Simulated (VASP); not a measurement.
A run of VASP 6.6.1 is set up as follows.

POSCAR

```
InAs
1.0
    0.0000000000      2.8773040000      2.8773040000
    2.8773040000      0.0000000000      2.8773040000
    2.8773040000      2.8773040000      0.0000000000
In As
1 1
Direct
    0.5000000000      0.5000000000      0.5000000000
    0.0000000000      0.0000000000      0.0000000000
```

INCAR.step1

```
PREC = Accurate
ENCUT = 400
EDIFF = 1E-5
ISMEAR = -1
SIGMA = 0.05
LREAL = False
LASPH = True
NELM = 200
ALGO = Normal
ISIF = 2
LWAVE = True
LCHARG = False
MAGMOM = 0 0 0 0 0 0
LORBIT = 11
LSORBIT = True
GGA_COMPAT = False
LORBMOM = True
GGA = PE
NBANDS = 40
```

File INCAR.step2:

```
PREC = Accurate
ENCUT = 400
EDIFF = 1E-6
ISMEAR = -1
SIGMA = 0.05
LREAL = False
LASPH = True
NELM = 200
ALGO = Normal
ISIF = 2
LWAVE = False
LCHARG = False
MAGMOM = 0 0 0 0 0 0
LORBIT = 11
LSORBIT = True
GGA_COMPAT = False
LORBMOM = True
GGA = PE
LHFCALC = True
AEXX = 0.25
PRECFOCK = Normal
ISTART = 1
NBANDS = 40
```

Contents of KPOINTS:

```
Automatic mesh
0
Gamma
  4 4 4
```

Potentials or basis: VASP PAW PBE potentials, release 64 (In_d, As_d).

The run is started by

```console
$ cat potpaw_PBE.64/In_d/POTCAR potpaw_PBE.64/As_d/POTCAR > POTCAR
$ cp INCAR.step1 INCAR
$ mpirun -np 1 vasp_ncl > vasp.out
$ cp INCAR.step2 INCAR
$ mpirun -np 1 vasp_ncl > vasp.out
```

Question: What does it give for the net moment?

Answer: 0.00 μB per cell.

Question: Predict the pressure.

Answer: -2.3 GPa.

Moments on the atoms (μB; x, y, z):
```
In  0.00 0.00 0.00
As  0.00 0.00 0.00
```

Caveat: the k points lie up to 0.47 Å⁻¹ apart; the PAW data sets were made with another functional, which shifts forces and pressure a little.
